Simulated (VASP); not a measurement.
Se, 2 atoms in the cell. It takes space group Fd-3m (No. 227, cubic). Conventional cell: a = 6.226 Å, b = 6.226 Å, c = 6.226 Å, α = 90.00°, β = 90.00°, γ = 90.00°. Se (site symmetry -43m) has 4 Se at 2.70 Å within 3.6 Å. This isn't the form of Se at room conditions, which is trigonal, of chains.

* Program: VASP 6.6.1
* Task: single point
* Functional: r2SCAN
* Potentials or basis: VASP PAW PBE potentials, release 64 (Se)
* Cutoff: 520 eV
* k mesh: 9 × 9 × 9
* Occupations: fermi-dirac, width 0.1 eV
* Spin: no spin polarisation
* Dipole correction: no
* Further INCAR settings: ALGO = Normal; EDIFF = 1e-06; NBANDS = 13

Potentials or basis: VASP PAW PBE potentials, release 64 (Se).

Command:

```sh
$ cat potpaw_PBE.64/Se/POTCAR > POTCAR
$ cp INCAR.step1 INCAR
$ mpirun -np 1 vasp_std > vasp.out
$ cp INCAR.step2 INCAR
$ mpirun -np 1 vasp_std > vasp.out
```

Hardware: 1 thread of Intel Xeon 8259CL (shared host).

Task: Estimate the wall time of this run.

Result: It took 2.6 min on 1 thread of Intel Xeon 8259CL (shared host), peak memory 0.22 GiB. Counts: k points 35.
